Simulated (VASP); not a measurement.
Runs of VASP 6.6.1 on Rh. The structure is that of space group I4/mmm (No. 139), or close to it. The cells are those of the table. 

| cell | further INCAR settings | gap on the mesh (eV) | pressure (GPa) |
| --- | --- | --- | --- |
| a = 2.609, b = 2.708 Å, angles 58.7, 62.5, 58.7°, 1 atom | ALGO = Fast; EDIFF = 1e-07; NBANDS = 14 | none | 25.7 |
| a = 2.641, b = 2.708 Å, angles 59.2, 61.7, 59.2°, 1 atom | ALGO = Fast; EDIFF = 1e-06; NBANDS = 14 | none | (a) |
| a = 2.576, b = 2.708 Å, angles 58.3, 63.4, 58.3°, 1 atom | ALGO = Fast; EDIFF = 1e-06; NBANDS = 14 | none | 37.4 |
| a = 2.847, b = 2.708 Å, angles 61.6, 56.8, 61.6°, 1 atom | ALGO = Fast; EDIFF = 1e-07; NBANDS = 14 | none | -17.7 |

Alike in all rows: task single point; level PBE; potentials or basis VASP PAW PBE potentials, release 64 (Rh_pv); no spin polarisation; k mesh 26 × 26 × 26; cutoff (eV) 520; smearing gaussian 0.15 eV.

Q: Estimate the missing entries.

A: (a) 15.5.

Caveats: the cell stands under pressure (at least some runs); the cell stands under tension (at least some runs).

A k mesh can miss the band edges, and the runs leave out spin-orbit coupling on Rh.

A gap of «none» marks levels without a gap at the run's occupations.
